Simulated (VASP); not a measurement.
# Al3N3 in VASP: single point with PBEsol

Aim: the single point of Al3N3 with PBEsol.

Program: VASP 6.6.1. These are calculated values, not measurements. Logs are shortened: lines on timing, memory, paths and dates and some standing lists are left out, and cuts for length are marked.

**1. The cell of the first run**

The cell holds a cluster in a box, 6 atoms: a = 11.800 Å, b = 12.100 Å, c = 12.400 Å, α = 90.00°, β = 90.00°, γ = 90.00°.

**2. Single point, PBEsol, collinear spin, ferromagnetic start**

Contents of INCAR:

```
PREC     = Accurate       # precision mode
ENCUT    = 520            # plane-wave cutoff, eV
EDIFF    = 1E-7           # SCF threshold, eV
ISMEAR   = 0              # smearing method
SIGMA    = 0.05           # smearing width, eV
LREAL    = False          # projectors in reciprocal space
LASPH    = True           # aspherical terms in the spheres
NELM     = 150            # most SCF steps
ALGO     = Normal         # electronic algorithm
ISIF     = 2              # what is computed and relaxed
LWAVE    = False          # write WAVECAR
LCHARG   = False          # write CHGCAR
ISPIN    = 2              # spin polarisation
MAGMOM   = 0.4 0.4 0.4 0.4 0.4 0.4 # initial moments
LORBIT   = 11             # projections on sites
GGA      = PS             # functional
NBANDS   = 25             # bands
```

Contents of KPOINTS:

```
Automatic mesh
0
Gamma
  1 1 1
```

Contents of POSCAR:

```
AlN
1.0
   11.8000000000      0.0000000000      0.0000000000
    0.0000000000     12.1000000000      0.0000000000
    0.0000000000      0.0000000000     12.4000000000
Al N
3 3
Direct
    0.4492143843      0.4006919816      0.5483207899
    0.4492134383      0.5495265368      0.4030965866
    0.6018507812      0.5495129824      0.5483168492
    0.5674035647      0.4342689664      0.6285448541
    0.5673966730      0.6317315103      0.4358607620
    0.3649211585      0.4342680224      0.4358601584
```

Potentials or basis: VASP PAW PBE potentials, release 64 (Al, N).

The run is started by

```console
> cat potpaw_PBE.64/Al/POTCAR potpaw_PBE.64/N/POTCAR > POTCAR
> mpirun -np 1 vasp_gam > vasp.out
```

OUTCAR:

```text
PREC = Accurate
   ENCUT = 520
   EDIFF = 1E-7
   ISMEAR = 0
   LREAL = False
   LASPH = True
   NELM = 150
   ISIF = 2
   ISPIN = 2
   LORBIT = 11
   GGA = PS

 ion  position               nearest neighbor table
   1  0.449  0.401  0.548-   6 1.76   4 1.76   2 2.55   3 2.55
   2  0.449  0.550  0.403-   5 1.76   6 1.76   1 2.55   3 2.55
   3  0.602  0.550  0.548-   4 1.76   5 1.76   1 2.55   2 2.55
   4  0.567  0.434  0.629-   3 1.76   1 1.76
   5  0.567  0.632  0.436-   2 1.76   3 1.76
   6  0.365  0.434  0.436-   1 1.76   2 1.76

  LATTYP: Found a simple orthorhombic cell.
 ALAT       =    11.8000000000
 B/A-ratio  =     1.0254237288
 C/A-ratio  =     1.0508474576

  Lattice vectors:

 A1 = (  11.8000000000,   0.0000000000,   0.0000000000)
 A2 = (   0.0000000000,  12.1000000000,   0.0000000000)
 A3 = (   0.0000000000,   0.0000000000,  12.4000000000)

Analysis of symmetry for initial positions (statically):
=====================================================================
 Subroutine PRICEL returns:
 Original cell was already a primitive cell.

 Routine SETGRP: Setting up the symmetry group for a
 simple orthorhombic supercell.

 Subroutine GETGRP returns: Found  1 space group operations
 (whereof  1 operations were pure point group operations)
 out of a pool of  8 trial point group operations.

The static configuration has the point symmetry C_1 .

Analysis of symmetry for dynamics (positions and initial velocities):
=====================================================================
 Subroutine PRICEL returns:
 Original cell was already a primitive cell.

 Routine SETGRP: Setting up the symmetry group for a
 simple orthorhombic supercell.

 Subroutine GETGRP returns: Found  1 space group operations
 (whereof  1 operations were pure point group operations)
 out of a pool of  8 trial point group operations.

The dynamic configuration has the point symmetry C_1 .

Analysis of structural, dynamic, and magnetic symmetry:
=====================================================================
 Subroutine PRICEL returns:
 Original cell was already a primitive cell.

 Routine SETGRP: Setting up the symmetry group for a
 simple orthorhombic supercell.

 Subroutine GETGRP returns: Found  1 space group operations
 (whereof  1 operations were pure point group operations)
 out of a pool of  8 trial point group operations.

The overall configuration has the point symmetry C_1 .

[... 117 lines left out ...]
 maximum number of plane-waves:     23817
 NGX is ok and might be reduce to    90
   NGX = 43   NGY = 45   NGZ = 47

 number of electron      23.9999999 magnetization       0.0000116

 number of electron      23.9999999 magnetization      -0.0000027

 Free energy of the ion-electron system (eV)
  ---------------------------------------------------
  ext. energy  EPLUGINS =         0.00000000
  ---------------------------------------------------
  free energy    TOTEN  =       -32.34932559 eV

  energy without entropy =      -32.34932559  energy(sigma->0) =      -32.34932559

 E-fermi :  -5.1076     XC(G=0):  -1.0369

 val. band max:       -5.3606188428   @ k =   0.0000   0.0000   0.0000
 cond. band min:      -3.8833637747   @ k =   0.0000   0.0000   0.0000
 fundamental gap:      1.4772550681
 Fermi energy:        -5.1076241008

 spin component 1

 k-point     1 :       0.0000    0.0000    0.0000
  band No.  band energies     occupation
      1     -18.1186      1.00000
      2     -17.3414      1.00000
      3     -17.3409      1.00000
      4      -8.3466      1.00000
      5      -8.3462      1.00000
      6      -8.0720      1.00000
[... 16 lines left out ...]
     23       1.1769      0.00000
     24       1.2020      0.00000
 Fermi energy:        -5.1076241008

 spin component 2

 k-point     1 :       0.0000    0.0000    0.0000
  band No.  band energies     occupation
      1     -18.1186      1.00000
      2     -17.3414      1.00000
      3     -17.3409      1.00000
      4      -8.3466      1.00000
      5      -8.3462      1.00000
      6      -8.0720      1.00000
[... 16 lines left out ...]
     23       1.1765      0.00000
     24       1.2016      0.00000
 [bands above 24 left out]

------------------------ aborting loop because EDIFF is reached ----------------------------------------

  FORCE on cell =-STRESS in cart. coord.  units (eV):
  Direction    XX          YY          ZZ          XY          YZ          ZX
  --------------------------------------------------------------------------------------
  -------------------------------------------------------------------------------------
  Total        0.1664281      0.1685470      0.1695169      0.1103172     -0.1120623      0.1109437
  in kB        0.1506081      0.1525255      0.1534032      0.0998308     -0.1014101      0.1003978
  external PRESSURE =       0.1521789 kB  Pullay stress =       0.0000000 kB

 VOLUME and BASIS-vectors are now :
 -----------------------------------------------------------------------------
  energy-cutoff  :      520.00
  volume of cell :     1770.47
      direct lattice vectors                 reciprocal lattice vectors
    11.800000000  0.000000000  0.000000000     0.084745763  0.000000000  0.000000000
     0.000000000 12.100000000  0.000000000     0.000000000  0.082644628  0.000000000
     0.000000000  0.000000000 12.400000000     0.000000000  0.000000000  0.080645161

 POSITION                                       TOTAL-FORCE (eV/Angst)
 -----------------------------------------------------------------------------------
      5.30073      4.84837      6.79918        -0.014292     -0.032910      0.019852
      5.30072      6.64927      4.99840        -0.017399      0.017085     -0.032692
      7.10184      6.64911      6.79913         0.032137      0.016966      0.016276
      6.69536      5.25465      7.79396         0.031131     -0.032639      0.061852
      6.69528      7.64395      5.40467         0.032982      0.062923     -0.031674
      4.30607      5.25464      5.40467        -0.064560     -0.031425     -0.033615
 -----------------------------------------------------------------------------------
    total drift:                                0.000158      0.000066     -0.000053

  FREE ENERGIE OF THE ION-ELECTRON SYSTEM (eV)
  ---------------------------------------------------
  free  energy   TOTEN  =       -32.3493255946 eV

  energy  without entropy=      -32.3493255946  energy(sigma->0) =      -32.34932559

 total charge

# of ion       s       p       d       tot
------------------------------------------
    1        0.437   0.422   0.000   0.859
    2        0.437   0.422   0.000   0.859
    3        0.437   0.422   0.000   0.859
    4        1.272   2.382   0.000   3.654
    5        1.272   2.382   0.000   3.654
    6        1.272   2.382   0.000   3.654
--------------------------------------------------
tot          5.126   8.412   0.000  13.539

 magnetization (x)

# of ion       s       p       d       tot
------------------------------------------
    1       -0.000  -0.000   0.000  -0.000
    2        0.000  -0.000   0.000  -0.000
    3       -0.000  -0.000   0.000  -0.000
    4        0.000   0.000   0.000   0.000
    5        0.000   0.000   0.000   0.000
    6        0.000   0.000   0.000   0.000
--------------------------------------------------
tot          0.000   0.000   0.000   0.000
```

stdout:

```text
POSCAR found type information on POSCAR AlN
 POSCAR found :  2 types and       6 ions
 scaLAPACK will be used
 -----------------------------------------------------------------------------
|                                                                             |
|                                                                             |
|     You enforced a specific xc type in the INCAR file but a different       |
|     I HOPE YOU KNOW WHAT YOU ARE DOING!                                     |
|                                                                             |
 -----------------------------------------------------------------------------

 LDA part: xc-table for (Slater+PW92), standard interpolation
 POSCAR, INCAR and KPOINTS ok, starting setup
 FFT: planning ... GRIDC
 FFT: planning ... GRID_SOFT
 FFT: planning ... GRID
 WAVECAR not read
 entering main loop
```

Run time: 14 min. Hardware: 1 thread of AMD EPYC 7R13, shared host; peak memory 1.7 GiB.

Results:

```
Free energy                                           : -32.3493 eV
Largest force                                         : 0.079 eV/Å
Gap between the frontier levels                       : 1.48 eV
Net moment                                            : 0.00 μB per cell
Valence electrons inside the program's atomic spheres : Al 0.86; N 3.65
```

Forces in eV/Å, atoms in the order of the input:
```
Al  -0.014 -0.033  0.020
Al  -0.017  0.017 -0.033
Al   0.032  0.017  0.016
N    0.031 -0.033  0.062
N    0.033  0.063 -0.032
N   -0.065 -0.031 -0.034
```

Levels at points of the mesh, in eV from the valence-band top:
Spin up:
| k point | band 9 | band 10 | band 11 | band 12 | band 13 | band 14 | band 15 | band 16 |
| --- | --- | --- | --- | --- | --- | --- | --- | --- |
| (0.00, 0.00, 0.00) | -0.17 | -0.17 | 0.00 | 0.00 | 1.48 | 3.26 | 3.26 | 4.39 |
Spin down:
```tsv
k point	band 10	band 11	band 12	band 13	band 14	band 15
(0.00, 0.00, 0.00)	-0.17	0.00	0.00	1.48	3.26	3.26
```

Caveat: the PAW data sets were made with another functional, which shifts forces and pressure a little.
